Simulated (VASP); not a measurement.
# ZrS (Fm-3m) in VASP: further runs, part 2 of 2

VASP 6.6.1. The steps go on from the part before.

## (4) Single point, r2SCAN

Contents of POSCAR:

```
ZrS
1.0
    0.0000000000      2.6250000000      2.6250000000
    2.6250000000      0.0000000000      2.6250000000
    2.6250000000      2.6250000000      0.0000000000
Zr S
1 1
Direct
    0.0000000000      0.0000000000      0.0000000000
    0.5000000000      0.5000000000      0.5000000000
```

Contents of INCAR.step1:

```
PREC = Accurate
ENCUT = 520
ISMEAR = -1
SIGMA = 0.05
LREAL = False
LASPH = True
NELM = 60
NBANDS = 16
GGA = PE
ALGO = Normal
EDIFF = 1E-4
LWAVE = True
LCHARG = False
```

Contents of INCAR.step2:

```
PREC = Accurate
ENCUT = 520
EDIFF = 1E-6
ISMEAR = -1
SIGMA = 0.05
LREAL = False
LASPH = True
NELM = 60
ALGO = Normal
ISIF = 2
LWAVE = False
LCHARG = False
METAGGA = R2SCAN
LMIXTAU = True
NBANDS = 16
ISTART = 1
```

Contents of KPOINTS:

```
Automatic mesh
0
Gamma
  14 14 14
```

Potentials or basis: VASP PAW PBE potentials, release 64 (Zr_sv, S).

Started as:

```console
$ cat potpaw_PBE.64/Zr_sv/POTCAR potpaw_PBE.64/S/POTCAR > POTCAR
$ cp INCAR.step1 INCAR
$ mpirun -np 1 vasp_std > vasp.out
$ cp INCAR.step2 INCAR
$ mpirun -np 1 vasp_std > vasp.out
```

OUTCAR:

```text
PREC = Accurate
   ENCUT = 520
   EDIFF = 1E-6
   ISMEAR = -1
   LREAL = False
   LASPH = True
   NELM = 60
   ISIF = 2
   METAGGA = R2SCAN
   ISTART = 1

 ion  position               nearest neighbor table
   1  0.000  0.000  0.000-   2 2.62   2 2.62   2 2.62   2 2.62   2 2.62   2 2.62
   2  0.500  0.500  0.500-   1 2.62   1 2.62   1 2.62   1 2.62   1 2.62   1 2.62

  LATTYP: Found a face centered cubic cell.
 ALAT       =     5.2500000000

  Lattice vectors:

 A1 = (   0.0000000000,   2.6250000000,   2.6250000000)
 A2 = (   2.6250000000,   0.0000000000,   2.6250000000)
 A3 = (   2.6250000000,   2.6250000000,   0.0000000000)

Analysis of symmetry for initial positions (statically):
=====================================================================
 Subroutine PRICEL returns:
 Original cell was already a primitive cell.

 Routine SETGRP: Setting up the symmetry group for a
 face centered cubic supercell.

 Subroutine GETGRP returns: Found 48 space group operations
 (whereof 48 operations were pure point group operations)
 out of a pool of 48 trial point group operations.

The static configuration has the point symmetry O_h .

Analysis of symmetry for dynamics (positions and initial velocities):
=====================================================================
 Subroutine PRICEL returns:
 Original cell was already a primitive cell.

 Routine SETGRP: Setting up the symmetry group for a
 face centered cubic supercell.

 Subroutine GETGRP returns: Found 48 space group operations
 (whereof 48 operations were pure point group operations)
 out of a pool of 48 trial point group operations.

The dynamic configuration has the point symmetry O_h .

 Subroutine INISYM returns: Found 48 space group operations
 (whereof 48 operations are pure point group operations),
 and found     1 'primitive' translations

----------------------------------------------------------------------------------------

                                     Primitive cell

  volume of cell :      36.1758

  direct lattice vectors                    reciprocal lattice vectors
     0.000000000  2.625000000  2.625000000    -0.190476190  0.190476190  0.190476190
     2.625000000  0.000000000  2.625000000     0.190476190 -0.190476190  0.190476190
     2.625000000  2.625000000  0.000000000     0.190476190  0.190476190 -0.190476190

  length of vectors
     3.712310601  3.712310601  3.712310601     0.329914440  0.329914440  0.329914440

  position of ions in fractional coordinates (direct lattice)
     0.000000000  0.000000000  0.000000000
     0.500000000  0.500000000  0.500000000

  ion indices of the primitive-cell ions
   primitive index   ion index
                 1           1
                 2           2

----------------------------------------------------------------------------------------

 KPOINTS: Automatic mesh

Automatic generation of k-mesh.
 Grid dimensions read from file:
 generate k-points for:   14   14   14

 Generating k-lattice:

  Cartesian coordinates                     Fractional coordinates (reciprocal lattice)
    -0.013605442  0.013605442  0.013605442     0.071428571  0.000000000  0.000000000
     0.013605442 -0.013605442  0.013605442     0.000000000  0.071428571  0.000000000
     0.013605442  0.013605442 -0.013605442     0.000000000  0.000000000  0.071428571

  Length of vectors
     0.023565317  0.023565317  0.023565317

  Shift w.r.t. Gamma in fractional coordinates (k-lattice)
     0.000000000  0.000000000  0.000000000

 Subroutine IBZKPT returns following result:
 ===========================================

 Found    104 irreducible k-points:

 Following reciprocal coordinates:
            Coordinates               Weight
  0.000000  0.000000  0.000000      1.000000
  0.071429  0.000000  0.000000      8.000000
  0.142857  0.000000  0.000000      8.000000
  0.214286  0.000000  0.000000      8.000000
  0.285714  0.000000  0.000000      8.000000
  0.357143  0.000000  0.000000      8.000000
[... 16 lines left out ...]
  0.214286  0.142857  0.000000     24.000000
  0.285714  0.142857  0.000000     24.000000
 [... further k-points ...]
   k-points           NKPTS =    104   k-points in BZ     NKDIM =    104   number of bands    NBANDS=     16
   number of dos      NEDOS =    301   number of ions     NIONS =      2
   total plane-waves  NPLWV =  21952
   dimension x,y,z NGX =    28 NGY =   28 NGZ =   28
   dimension x,y,z NGXF=    56 NGYF=   56 NGZF=   56
   ions per type =               1   1
   NGX,Y,Z   is equivalent  to a cutoff of  12.54, 12.54, 12.54 a.u.
   NGXF,Y,Z  is equivalent  to a cutoff of  25.08, 25.08, 25.08 a.u.
 SYSTEM =  unknown system
   PREC   = accura    normal or accurate (medium, high low for compatibility)
   ISTART =      1    job   : 0-new  1-cont  2-samecut
   ICHARG =      0    charge: 1-file 2-atom 10-const
   ISPIN  =      1    spin polarized calculation?
   LNONCOLLINEAR =      F non collinear calculations
   LSORBIT =      F    spin-orbit coupling
   LASPH  =      T    aspherical Exc in radial PAW
   ENCUT  =  520.0 eV  38.22 Ry    6.18 a.u.   6.90  6.90  6.90*2*pi/ulx,y,z
   NELM   =     60;   NELMIN=  2; NELMDL=  0     # of ELM steps
   EDIFF  = 0.1E-05   stopping-criterion for ELM
   LREAL  =      F    real-space projection
   EDIFFG = 0.1E-04   stopping-criterion for IOM
   NSW    =      0    number of steps for IOM
   IBRION =     -1    ionic relax: 0-MD 1-quasi-New 2-CG
   NFREE  =      0    steps in history (QN), initial steepest desc. (CG)
   ISIF   =      2    stress and relaxation
   ISYM   =      2    0-nonsym 1-usesym 2-fastsym
   POTIM  = 0.5000    time-step for ionic-motion
   TEBEG  =    0.0;   TEEND  =   0.0 temperature during run
   PSTRESS=    0.0 pullay stress
   NELECT =      18.0000    total number of electrons
   NUPDOWN=      -1.0000    fix difference up-down
   EMIN   =  10.00;   EMAX   =-10.00  energy-range for DOS
   EFERMI =   0.00;   METHOD = LEGACY
   ISMEAR =    -1;   SIGMA  =   0.05  broadening in eV -4-tet -1-fermi 0-gaus
   EFERMI_NEDOS =   21; number of points for ismear=-14 and -15
   IALGO  =     38    algorithm
   IMIX   =      4    mixing-type and parameters
     AMIX     =   0.40;   BMIX     =  1.00
     AMIX_MAG =   1.60;   BMIX_MAG =  1.00
  volume/ion in A,a.u.               =      18.09       122.06
  Fermi-wavevector in a.u.,A,eV,Ry     =   1.297258  2.451462 22.896950  1.682878
  Thomas-Fermi vector in A             =   2.428662
   LORBIT       =      0    0 simple, 1 ext, 2 COOP (PROOUT), +10 PAW based schemes
   METAGGA = R2SCAN    functional components
   LHFCALC =     F    Hartree Fock is set to
   AEXX    =    0.0000 exact exchange contribution
   IVDW    =     0    specifies the selected vdW correction
   LEPSILON=     F    determine dielectric tensor
   LRPA    =     F    only Hartree local field effects (RPA)
 non-spin polarized calculation
  energy-cutoff  :      520.00
  volume of cell :       36.18
 maximum number of plane-waves:       990
   NGX = 13   NGY = 13   NGZ = 13

 number of electron      18.0000000 magnetization

 Free energy of the ion-electron system (eV)
  ---------------------------------------------------
  ext. energy  EPLUGINS =         0.00000000
  ---------------------------------------------------
  free energy    TOTEN  =       -33.88413465 eV

  energy without entropy =      -33.87219879  energy(sigma->0) =      -33.87816672

 E-fermi :  10.9493     XC(G=0): -11.9628

 val. band max:       10.9395468382   @ k =  -0.2857   0.0714   0.0000
 cond. band min:      10.9512032090   @ k =   0.2857   0.2857   0.0000
 fundamental gap:      0.0116563707
 Fermi energy:        10.9492785146

 k-point     1 :       0.0000    0.0000    0.0000
  band No.  band energies     occupation
      1     -40.9382      2.00000
      2     -18.2190      2.00000
      3     -18.2190      2.00000
      4     -18.2190      2.00000
      5      -5.8611      2.00000
      6       6.9495      2.00000
[... 8 lines left out ...]
     15      18.6372      0.00000
     16      23.4251      0.00000
[... 419 lines left out ...]
 k-point    24 :       0.2857    0.1429    0.0000
  band No.  band energies     occupation
      1     -40.9220      2.00000
      2     -18.3936      2.00000
      3     -18.2584      2.00000
      4     -18.2522      2.00000
      5      -5.1200      2.00000
      6       4.0030      2.00000
[... 8 lines left out ...]
     15      19.4270      0.00000
     16      20.1308      0.00000

 [... further k-points ...]

------------------------ aborting loop because EDIFF is reached ----------------------------------------

  FORCE on cell =-STRESS in cart. coord.  units (eV):
  Direction    XX          YY          ZZ          XY          YZ          ZX
  --------------------------------------------------------------------------------------
  -------------------------------------------------------------------------------------
  Total       -0.4439189     -0.4439189     -0.4439189      0.0000000      0.0000000     -0.0000000
  in kB      -19.6605783    -19.6605783    -19.6605783      0.0000000      0.0000000     -0.0000000
  external PRESSURE =     -19.6605783 kB  Pullay stress =       0.0000000 kB

 VOLUME and BASIS-vectors are now :
 -----------------------------------------------------------------------------
  energy-cutoff  :      520.00
  volume of cell :       36.18
      direct lattice vectors                 reciprocal lattice vectors
     0.000000000  2.625000000  2.625000000    -0.190476190  0.190476190  0.190476190
     2.625000000  0.000000000  2.625000000     0.190476190 -0.190476190  0.190476190
     2.625000000  2.625000000  0.000000000     0.190476190  0.190476190 -0.190476190

 POSITION                                       TOTAL-FORCE (eV/Angst)
 -----------------------------------------------------------------------------------
      0.00000      0.00000      0.00000         0.000000      0.000000      0.000000
      2.62500      2.62500      2.62500        -0.000000     -0.000000     -0.000000
 -----------------------------------------------------------------------------------
    total drift:                                0.000000      0.000000      0.000000

  FREE ENERGIE OF THE ION-ELECTRON SYSTEM (eV)
  ---------------------------------------------------
  free  energy   TOTEN  =       -33.8841346532 eV

  energy  without entropy=      -33.8721987880  energy(sigma->0) =      -33.87816672
```

OUTCAR.step1:

```text
PREC = Accurate
   ENCUT = 520
   ISMEAR = -1
   LREAL = False
   LASPH = True
[... 676 lines left out ...]
      0.00000      0.00000      0.00000        -0.000000     -0.000000      0.000000
      2.62500      2.62500      2.62500         0.000000      0.000000     -0.000000
 -----------------------------------------------------------------------------------
    total drift:                                0.000000      0.000000      0.000000

  FREE ENERGIE OF THE ION-ELECTRON SYSTEM (eV)
  ---------------------------------------------------
  free  energy   TOTEN  =       -15.4111904793 eV

  energy  without entropy=      -15.3989723744  energy(sigma->0) =      -15.40508143
```

OSZICAR.step1:

```text
N       E                     dE             d eps       ncg     rms          rms(c)
DAV:   1     0.122318943237E+03    0.12232E+03   -0.95629E+03  3328   0.110E+03
DAV:   2    -0.111620311444E+02   -0.13348E+03   -0.12897E+03  4384   0.281E+02
DAV:   3    -0.162706157672E+02   -0.51086E+01   -0.50738E+01  5184   0.488E+01
DAV:   4    -0.163579810161E+02   -0.87365E-01   -0.87344E-01  4296   0.576E+00
DAV:   5    -0.163596319788E+02   -0.16510E-02   -0.16509E-02  4880   0.625E-01    0.148E+01
DAV:   6    -0.154435432232E+02    0.91609E+00   -0.20063E+00  4120   0.966E+00    0.681E+00
DAV:   7    -0.154156169695E+02    0.27926E-01   -0.19358E-01  4736   0.284E+00    0.301E+00
DAV:   8    -0.154122505693E+02    0.33664E-02   -0.30572E-02  3896   0.116E+00    0.587E-01
DAV:   9    -0.154111290306E+02    0.11215E-02   -0.40364E-03  3976   0.383E-01    0.162E-01
DAV:  10    -0.154111904793E+02   -0.61449E-04   -0.43889E-04  3896   0.203E-01
   1 F= -.15411190E+02 E0= -.15405081E+02  d E =-.122181E-01
```

It took 2.5 min on 1 thread of Intel Xeon Platinum 8259CL at 2.50GHz (Skylake/Cascade Lake), shared host; peak memory 0.2 GiB.

What came out:

```
Free energy            : -33.8841 eV
Pressure               : -2.0 GPa
Band gap on the k mesh : zero (band 9 reaches 12.43 eV, above the bottom of band 10 at 9.52 eV)
```

Caveat: the PAW data sets were made with another functional, which shifts forces and pressure a little.

## (5) Single point, r2SCAN

POSCAR is that of step 4.

Contents of INCAR.step1:

```
PREC = Accurate ; ENCUT = 520
ISMEAR = -1 ; SIGMA = 0.2
LREAL = False ; LASPH = True
NELM = 80 ; NBANDS = 16
GGA = PE ; ALGO = Normal
EDIFF = 1E-4 ; LWAVE = True
LCHARG = False
```

Contents of INCAR.step2:

```
PREC = Accurate ; ENCUT = 520
EDIFF = 1E-6 ; ISMEAR = -1
SIGMA = 0.2 ; LREAL = False
LASPH = True ; NELM = 80
ALGO = Normal ; ISIF = 2
LWAVE = False ; LCHARG = False
METAGGA = R2SCAN ; LMIXTAU = True
NBANDS = 16 ; ISTART = 1
```

Contents of KPOINTS:

```
regular mesh
0
Gamma
  14 14 14
```

Started as:

```console
$ cat potpaw_PBE.64/Zr_sv/POTCAR potpaw_PBE.64/S/POTCAR > POTCAR
$ cp INCAR.step1 INCAR
$ mpirun -np 1 vasp_std > vasp.out
$ cp INCAR.step2 INCAR
$ mpirun -np 1 vasp_std > vasp.out
```

Run time: 2.9 min. Hardware: 1 thread of Intel Xeon Platinum 8259CL at 2.50GHz (Skylake/Cascade Lake), shared host; peak memory 0.2 GiB.

The run converged. Its results:

* Free energy: -33.9665 eV
* Pressure: -1.5 GPa
* Band gap on the k mesh: zero (band 9 reaches 12.44 eV, above the bottom of band 10 at 9.52 eV)

Levels at points of the mesh, in eV from the Fermi level:
```csv
k point,band 6,band 7,band 8,band 9,band 10,band 11,band 12,band 13
"(0.00, 0.00, 0.00)",-3.97,-3.97,-3.97,-1.39,-1.39,-1.39,-0.65,-0.65
"(0.50, 0.00, 0.00)",-8.48,-6.41,-6.41,1.53,1.53,1.87,2.11,5.80
"(0.50, 0.50, 0.00)",-6.74,-4.93,-4.93,-3.50,0.57,2.42,2.42,3.07
```

Caveat: the PAW data sets were made with another functional, which shifts forces and pressure a little.

## (6) The runs side by side

| smearing | gap on the mesh (eV) | pressure (GPa) |
| --- | --- | --- |
| fermi-dirac 0.01 eV | none | -2.0 |
| fermi-dirac 0.02 eV | none | -2.0 |
| fermi-dirac 0.05 eV | none | -2.0 |
| fermi-dirac 0.2 eV | none | -1.5 |

Alike in all rows: task single point; level r2SCAN; potentials or basis VASP PAW PBE potentials, release 64 (Zr_sv, S); no spin polarisation; cell as given; k mesh 14 × 14 × 14; cutoff (eV) 520.

Every run on the cell as given and a fine mesh finds a metal.

Caveats: the PAW data sets were made with another functional, which shifts forces and pressure a little.

Total energies depend on the potentials used, so only differences within one code and one set of settings carry meaning.
